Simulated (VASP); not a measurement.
# Al (Fm-3m) in VASP: settings compared

The runs below take Al through single point, with LDA, PBE+D3(BJ), PBE.

All numbers are computed with VASP 6.6.1; they aren't measurements. Logs are shortened: lines on timing, memory, paths and dates and some standing lists are left out, and cuts for length are marked.

## (1) The cell of the first run

The structure is cubic, space group Fm-3m (No. 225). The conventional cell has a = 4.039 Å, b = 4.039 Å, c = 4.039 Å, α = 90.00°, β = 90.00°, γ = 90.00°. Al (site symmetry m-3m) has 12 Al at 2.86 Å within 3.8 Å.

## (2) Single point, LDA

INCAR reads:

```
PREC     = Accurate       # precision mode
ENCUT    = 500            # plane-wave cutoff, eV
EDIFF    = 1E-6           # SCF threshold, eV
ISMEAR   = 0              # smearing method
SIGMA    = 0.1            # smearing width, eV
LREAL    = False          # projectors in reciprocal space
LASPH    = True           # aspherical terms in the spheres
NELM     = 120            # most SCF steps
ALGO     = Normal         # electronic algorithm
ISIF     = 2              # what is computed and relaxed
LWAVE    = False          # write WAVECAR
LCHARG   = False          # write CHGCAR
NBANDS   = 8              # bands
GGA_COMPAT= False
```

KPOINTS reads:

```
regular mesh
0
Gamma
  10 10 10
```

POSCAR reads:

```
Al
1.0
    0.0000000000      2.0194648466      2.0194648466
    2.0194648466      0.0000000000      2.0194648466
    2.0194648466      2.0194648466      0.0000000000
Al
1
Direct
    0.0000000000      0.0000000000      0.0000000000
```

Potentials or basis: VASP PAW LDA potentials, release 64 (Al).

Launch:

```bash
$ cat potpaw_LDA.64/Al/POTCAR > POTCAR
$ mpirun -np 1 vasp_std > vasp.out
```

OUTCAR:

```text
PREC = Accurate
   ENCUT = 500
   EDIFF = 1E-6
   ISMEAR = 0
   LREAL = False
   LASPH = True
   NELM = 120
   ISIF = 2

 ion  position               nearest neighbor table
   1  0.000  0.000  0.000-

  LATTYP: Found a face centered cubic cell.
 ALAT       =     4.0389296932

  Lattice vectors:

 A1 = (   0.0000000000,   2.0194648466,   2.0194648466)
 A2 = (   2.0194648466,   0.0000000000,   2.0194648466)
 A3 = (   2.0194648466,   2.0194648466,   0.0000000000)

Analysis of symmetry for initial positions (statically):
=====================================================================
 Subroutine PRICEL returns:
 Original cell was already a primitive cell.

 Routine SETGRP: Setting up the symmetry group for a
 face centered cubic supercell.

 Subroutine GETGRP returns: Found 48 space group operations
 (whereof 48 operations were pure point group operations)
 out of a pool of 48 trial point group operations.

The static configuration has the point symmetry O_h .

Analysis of symmetry for dynamics (positions and initial velocities):
=====================================================================
 Subroutine PRICEL returns:
 Original cell was already a primitive cell.

 Routine SETGRP: Setting up the symmetry group for a
 face centered cubic supercell.

 Subroutine GETGRP returns: Found 48 space group operations
 (whereof 48 operations were pure point group operations)
 out of a pool of 48 trial point group operations.

The dynamic configuration has the point symmetry O_h .

 Subroutine INISYM returns: Found 48 space group operations
 (whereof 48 operations are pure point group operations),
 and found     1 'primitive' translations

----------------------------------------------------------------------------------------

                                     Primitive cell

  volume of cell :      16.4717

  direct lattice vectors                    reciprocal lattice vectors
     0.000000000  2.019464847  2.019464847    -0.247590346  0.247590346  0.247590346
     2.019464847  0.000000000  2.019464847     0.247590346 -0.247590346  0.247590346
     2.019464847  2.019464847  0.000000000     0.247590346  0.247590346 -0.247590346

  length of vectors
     2.855954575  2.855954575  2.855954575     0.428839059  0.428839059  0.428839059

  position of ions in fractional coordinates (direct lattice)
     0.000000000  0.000000000  0.000000000

  ion indices of the primitive-cell ions
   primitive index   ion index
                 1           1

----------------------------------------------------------------------------------------

 KPOINTS: regular mesh

Automatic generation of k-mesh.
 Grid dimensions read from file:
 generate k-points for:   10   10   10

 Generating k-lattice:

  Cartesian coordinates                     Fractional coordinates (reciprocal lattice)
    -0.024759035  0.024759035  0.024759035     0.100000000  0.000000000  0.000000000
     0.024759035 -0.024759035  0.024759035     0.000000000  0.100000000  0.000000000
     0.024759035  0.024759035 -0.024759035     0.000000000  0.000000000  0.100000000

  Length of vectors
     0.042883906  0.042883906  0.042883906

  Shift w.r.t. Gamma in fractional coordinates (k-lattice)
     0.000000000  0.000000000  0.000000000

 Subroutine IBZKPT returns following result:
 ===========================================

 Found     47 irreducible k-points:

 Following reciprocal coordinates:
            Coordinates               Weight
  0.000000  0.000000  0.000000      1.000000
  0.100000  0.000000  0.000000      8.000000
  0.200000  0.000000  0.000000      8.000000
  0.300000  0.000000  0.000000      8.000000
  0.400000  0.000000  0.000000      8.000000
  0.500000  0.000000  0.000000      4.000000
[... 16 lines left out ...]
  0.300000  0.300000  0.000000      6.000000
  0.400000  0.300000  0.000000     24.000000
 [... further k-points ...]
   k-points           NKPTS =     47   k-points in BZ     NKDIM =     47   number of bands    NBANDS=      8
   number of dos      NEDOS =    301   number of ions     NIONS =      1
   total plane-waves  NPLWV =  13824
   dimension x,y,z NGX =    24 NGY =   24 NGZ =   24
   dimension x,y,z NGXF=    48 NGYF=   48 NGZF=   48
   ions per type =               1
   NGX,Y,Z   is equivalent  to a cutoff of  13.97, 13.97, 13.97 a.u.
   NGXF,Y,Z  is equivalent  to a cutoff of  27.94, 27.94, 27.94 a.u.
 SYSTEM =  unknown system
   PREC   = accura    normal or accurate (medium, high low for compatibility)
   ISTART =      0    job   : 0-new  1-cont  2-samecut
   ICHARG =      2    charge: 1-file 2-atom 10-const
   ISPIN  =      1    spin polarized calculation?
   LNONCOLLINEAR =      F non collinear calculations
   LSORBIT =      F    spin-orbit coupling
   LASPH  =      T    aspherical Exc in radial PAW
   ENCUT  =  500.0 eV  36.75 Ry    6.06 a.u.   5.21  5.21  5.21*2*pi/ulx,y,z
   NELM   =    120;   NELMIN=  2; NELMDL= -5     # of ELM steps
   EDIFF  = 0.1E-05   stopping-criterion for ELM
   LREAL  =      F    real-space projection
   EDIFFG = 0.1E-04   stopping-criterion for IOM
   NSW    =      0    number of steps for IOM
   IBRION =     -1    ionic relax: 0-MD 1-quasi-New 2-CG
   NFREE  =      0    steps in history (QN), initial steepest desc. (CG)
   ISIF   =      2    stress and relaxation
   ISYM   =      2    0-nonsym 1-usesym 2-fastsym
   POTIM  = 0.5000    time-step for ionic-motion
   TEBEG  =    0.0;   TEEND  =   0.0 temperature during run
   PSTRESS=    0.0 pullay stress
   NELECT =       3.0000    total number of electrons
   NUPDOWN=      -1.0000    fix difference up-down
   EMIN   =  10.00;   EMAX   =-10.00  energy-range for DOS
   EFERMI =   0.00;   METHOD = LEGACY
   ISMEAR =     0;   SIGMA  =   0.10  broadening in eV -4-tet -1-fermi 0-gaus
   EFERMI_NEDOS =   21; number of points for ismear=-14 and -15
   IALGO  =     38    algorithm
   IMIX   =      4    mixing-type and parameters
     AMIX     =   0.40;   BMIX     =  1.00
     AMIX_MAG =   1.60;   BMIX_MAG =  1.00
  volume/ion in A,a.u.               =      16.47       111.16
  Fermi-wavevector in a.u.,A,eV,Ry     =   0.927974  1.753616 11.716453  0.861135
  Thomas-Fermi vector in A             =   2.054101
   LORBIT       =      0    0 simple, 1 ext, 2 COOP (PROOUT), +10 PAW based schemes
   GGA     = CA    functional components
   LHFCALC =     F    Hartree Fock is set to
   AEXX    =    0.0000 exact exchange contribution
   IVDW    =     0    specifies the selected vdW correction
   LEPSILON=     F    determine dielectric tensor
   LRPA    =     F    only Hartree local field effects (RPA)
 non-spin polarized calculation
 Gauss-broadening in eV      SIGMA  =   0.10
  energy-cutoff  :      500.00
  volume of cell :       16.47
 maximum number of plane-waves:       444
 NGX is ok and might be reduce to    24
   NGX = 11   NGY = 11   NGZ = 11

 number of electron       3.0000000 magnetization

 Free energy of the ion-electron system (eV)
  ---------------------------------------------------
  ext. energy  EPLUGINS =         0.00000000
  ---------------------------------------------------
  free energy    TOTEN  =        -4.16676197 eV

  energy without entropy =       -4.16125114  energy(sigma->0) =       -4.16400655

 E-fermi :   7.9464     XC(G=0): -10.3508

 val. band max:        7.8917613880   @ k =  -0.3000   0.5000   0.2000
 cond. band min:       7.9507128458   @ k =  -0.4000   0.4000   0.1000
 fundamental gap:      0.0589514578
 Fermi energy:         7.9464140502

 k-point     1 :       0.0000    0.0000    0.0000
  band No.  band energies     occupation
      1      -3.3037      2.00000
      2      20.3879      0.00000
      3      20.3879      0.00000
      4      20.3879      0.00000
      5      21.7203      0.00000
      6      21.7203      0.00000
      7      21.7203      0.00000
      8      24.4323      0.00000

 k-point     2 :       0.1000    0.0000    0.0000
  band No.  band energies     occupation
      1      -3.0324      2.00000
      2      17.0965      0.00000
      3      19.6289      0.00000
      4      19.6289      0.00000
      5      22.4938      0.00000
      6      22.8720      0.00000
      7      22.8720      0.00000
      8      25.8335      0.00000

 k-point     3 :       0.2000    0.0000    0.0000
  band No.  band energies     occupation
      1      -2.2216      2.00000
      2      13.1206      0.00000
      3      18.8633      0.00000
      4      18.8633      0.00000
      5      22.2558      0.00000
      6      23.3025      0.00000
      7      23.3025      0.00000
      8      25.4384      0.00000

 k-point     4 :       0.3000    0.0000    0.0000
  band No.  band energies     occupation
      1      -0.8806      2.00000
      2       9.4396      0.00000
      3      18.5104      0.00000
      4      18.5104      0.00000
      5      21.5952      0.00000
      6      21.5952      0.00000
      7      22.1057      0.00000
      8      25.6992      0.00000

 k-point     5 :       0.4000    0.0000    0.0000
  band No.  band energies     occupation
      1       0.9760      2.00000
      2       6.1628      2.00000
      3      18.6021      0.00000
      4      18.6021      0.00000
      5      20.1637      0.00000
      6      20.1637      0.00000
      7      22.3306      0.00000
      8      24.1601      0.00000
[... 177 lines left out ...]
 k-point    22 :      -0.2000    0.2000    0.0000
  band No.  band energies     occupation
      1      -0.4364      2.00000
      2      10.8851      0.00000
      3      12.3238      0.00000
      4      18.8913      0.00000
      5      20.9577      0.00000
      6      23.1794      0.00000
      7      24.0806      0.00000
      8      25.1296      0.00000

 k-point    23 :       0.3000    0.3000    0.0000
  band No.  band energies     occupation
      1      -0.0828      2.00000
      2      13.6725      0.00000
      3      14.5284      0.00000
      4      14.5742      0.00000
      5      14.5742      0.00000
      6      18.0465      0.00000
      7      29.9400      0.00000
      8      30.9902      0.00000

 k-point    24 :       0.4000    0.3000    0.0000
  band No.  band energies     occupation
      1       1.2355      2.00000
      2      11.2572      0.00000
      3      11.6622      0.00000
      4      14.1926      0.00000
      5      15.5356      0.00000
      6      19.0363      0.00000
      7      29.2376      0.00000
      8      31.4245      0.00000

 [... further k-points ...]
[... 5 lines left out ...]
  --------------------------------------------------------------------------------------
  -------------------------------------------------------------------------------------
  Total       -0.3135823     -0.3135823     -0.3135823      0.0000000      0.0000000     -0.0000000
  in kB      -30.5016447    -30.5016447    -30.5016447      0.0000000      0.0000000     -0.0000000
  external PRESSURE =     -30.5016447 kB  Pullay stress =       0.0000000 kB

 VOLUME and BASIS-vectors are now :
 -----------------------------------------------------------------------------
  energy-cutoff  :      500.00
  volume of cell :       16.47
      direct lattice vectors                 reciprocal lattice vectors
     0.000000000  2.019464847  2.019464847    -0.247590346  0.247590346  0.247590346
     2.019464847  0.000000000  2.019464847     0.247590346 -0.247590346  0.247590346
     2.019464847  2.019464847  0.000000000     0.247590346  0.247590346 -0.247590346

 POSITION                                       TOTAL-FORCE (eV/Angst)
 -----------------------------------------------------------------------------------
      0.00000      0.00000      0.00000         0.000000     -0.000000     -0.000000
 -----------------------------------------------------------------------------------
    total drift:                                0.000000     -0.000000     -0.000000

  FREE ENERGIE OF THE ION-ELECTRON SYSTEM (eV)
  ---------------------------------------------------
  free  energy   TOTEN  =        -4.1667619709 eV

  energy  without entropy=       -4.1612511377  energy(sigma->0) =       -4.16400655
```

Wall time 10 s (1 thread of AMD EPYC 7R13, shared host); peak memory 0.09 GiB.

What came out:

```
Free energy : -4.1668 eV
Pressure    : -3.1 GPa
```

## (3) Single point, LDA

INCAR reads:

```
  PREC = Accurate
  ENCUT = 500
  EDIFF = 1E-6
  ISMEAR = 0
  SIGMA = 0.1
  LREAL = F
  LASPH = T
  NELM = 120
  ALGO = Normal
  ISIF = 2
  LWAVE = F
  LCHARG = F
  GGA = CA
  NBANDS = 8
  GGA_COMPAT = F
```

KPOINTS reads:

```
Automatic mesh
0
Gamma
  10 10 10
```

POSCAR is that of step 2.

Potentials or basis: VASP PAW LDA potentials, release 64 (Al).

Launch:

```bash
$ cat potpaw_LDA.64/Al/POTCAR > POTCAR
$ mpirun -np 1 vasp_std > vasp.out
```

Wall time 8.5 s (1 thread of AMD EPYC 7R13, shared host); peak memory 0.09 GiB.

The run converged. Its results:

| Item | Value |
| --- | --- |
| Free energy | -4.1668 eV |
| Pressure | -3.1 GPa |

Levels at points of the mesh, in eV from the Fermi level:
```csv
k point,band 1,band 2,band 3,band 4,band 5
"(0.00, 0.00, 0.00)",-11.25,12.44,12.44,12.44,13.77
"(0.50, 0.00, 0.00)",-4.69,-4.54,11.11,11.11,11.31
"(0.50, 0.50, 0.00)",-3.04,-1.75,5.16,5.40,5.40
```

## (4) Single point, PBE+D3(BJ)

INCAR reads:

```
SYSTEM = Al
PREC     = Accurate       ! precision mode
ENCUT    = 500            ! plane-wave cutoff, eV
EDIFF    = 1E-6           ! SCF threshold, eV
ISMEAR   = 0              ! smearing method
SIGMA    = 0.1            ! smearing width, eV
LREAL    = .FALSE.        ! projectors in reciprocal space
LASPH    = .TRUE.         ! aspherical terms in the spheres
NELM     = 120            ! most SCF steps
ALGO     = Normal         ! electronic algorithm
ISIF     = 2              ! what is computed and relaxed
LWAVE    = .FALSE.        ! write WAVECAR
LCHARG   = .FALSE.        ! write CHGCAR
GGA      = PE             ! functional
IVDW     = 12             ! dispersion correction
NBANDS   = 8              ! bands
GGA_COMPAT= .FALSE.
```

KPOINTS reads:

```
Automatic mesh
0
G
  10 10 10
  0 0 0
```

POSCAR is that of step 3.

Potentials or basis: VASP PAW PBE potentials, release 64 (Al).

Launch:

```bash
$ cat potpaw_PBE.64/Al/POTCAR > POTCAR
$ mpirun -np 1 vasp_std > vasp.out
```

Wall time 13 s (1 thread of AMD EPYC 7R13, shared host); peak memory 0.11 GiB.

Results (log left out):

| Property | Result |
| --- | --- |
| Free energy | -4.0648 eV |
| Pressure | -3.5 GPa |
| Dispersion energy per atom | -0.337 eV |

Levels at points of the mesh, in eV from the Fermi level:
```csv
k point,band 1,band 2,band 3,band 4,band 5,band 6
"(0.00, 0.00, 0.00)",-11.28,12.49,12.49,12.49,14.00,14.00
"(0.50, 0.00, 0.00)",-4.73,-4.52,11.29,11.29,11.34,11.34
"(0.50, 0.50, 0.00)",-3.06,-1.73,5.12,5.47,5.47,8.95
```

Caveat: pairwise dispersion overbinds metals, which lowers pressure and volume.

## (5) Single point, PBE, collinear spin, zero start

INCAR reads:

```
ALGO     = Normal         # electronic algorithm
EDIFF    = 1E-6           # SCF threshold, eV
ENCUT    = 500            # plane-wave cutoff, eV
GGA      = PE             # functional
GGA_COMPAT= F            
ISIF     = 2              # what is computed and relaxed
ISMEAR   = 0              # smearing method
ISPIN    = 2              # spin polarisation
LASPH    = T              # aspherical terms in the spheres
LCHARG   = F              # write CHGCAR
LORBIT   = 11             # projections on sites
LREAL    = F              # projectors in reciprocal space
LWAVE    = F              # write WAVECAR
MAGMOM   = 0              # initial moments
NBANDS   = 12             # bands
NELM     = 200            # most SCF steps
NUPDOWN  = 0.0            # fixed moment
PREC     = Accurate       # precision mode
SIGMA    = 0.1            # smearing width, eV
```

KPOINTS reads:

```
k-points
0
Gamma
  8 8 8
```

POSCAR is that of step 4.

Launch:

```bash
$ cat potpaw_PBE.64/Al/POTCAR > POTCAR
$ mpirun -np 1 vasp_std > vasp.out
```

Run time: 18 s. Hardware: 1 thread of AMD EPYC 7R13, shared host; peak memory 0.11 GiB.

Results (log left out):

| Property | Result |
| --- | --- |
| Free energy | -3.7415 eV |
| Pressure | 0.2 GPa |
| Net moment | 0.00 μB per cell |
| Valence electrons inside the program's atomic spheres | Al 0.77 |

Caveat: the total moment is fixed, so each spin has its own Fermi level.

## (6) The runs side by side

| level | potentials or basis | spin | fixed moment (μB) | k mesh | gap on the mesh (eV) | pressure (GPa) |
| --- | --- | --- | --- | --- | --- | --- |
| LDA | VASP PAW LDA potentials, release 64 (Al) | off | - | 10 × 10 × 10 | none | -3.1 |
| PBE+D3(BJ) | VASP PAW PBE potentials, release 64 (Al) | off | - | 10 × 10 × 10 | none | -3.5 |
| PBE | VASP PAW PBE potentials, release 64 (Al) | collinear, zero start | 0.0 | 8 × 8 × 8 | - | 0.2 |

Alike in all rows: task single point; cell as given; cutoff (eV) 500; smearing gaussian 0.1 eV.

Caveats: pairwise dispersion overbinds metals, which lowers pressure and volume (some runs); the total moment is fixed, so each spin has its own Fermi level (some runs).

Total energies depend on the potentials used, so only differences within one code and one set of settings carry meaning.
